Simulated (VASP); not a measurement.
The system is Pt.

```xyz
2
Lattice="2.8619 0.0000 0.0000 -1.4310 2.4785 0.0000 0.0000 0.0000 4.9418" Properties=species:S:1:pos:R:3 pbc="T T T"
Pt    1.4310    0.8262    3.7064
Pt    0.0000    1.6523    1.2355
```

This isn't the form of Pt at room conditions, which is fcc.

Base run:

```yaml
Program: VASP 6.6.1
Functional: LDA
Potentials_or_basis: VASP PAW LDA potentials, release 64 (Pt)
Cutoff: 520 eV
k_mesh: 21 × 21 × 10
Occupations: gaussian, width 0.15 eV
Spin: collinear spin
Starting_moments: "[0.2, 0.2] μB"
Fixed_moment: 0.4 μB
```

Its results: pressure -31.3 GPa; site moments Pt +0.20 μB.

Question: The run is repeated on the same cell with these changes: fixed moment from 0.4 μB to 0.9 μB; moments at the start from [0.2, 0.2] to [0.45, 0.45]. What comes out?

Answer: Pressure -30.8 GPa; site moments Pt +0.45 μB.

Caveats: the cell stands under tension; the total moment is fixed, so each spin has its own Fermi level.
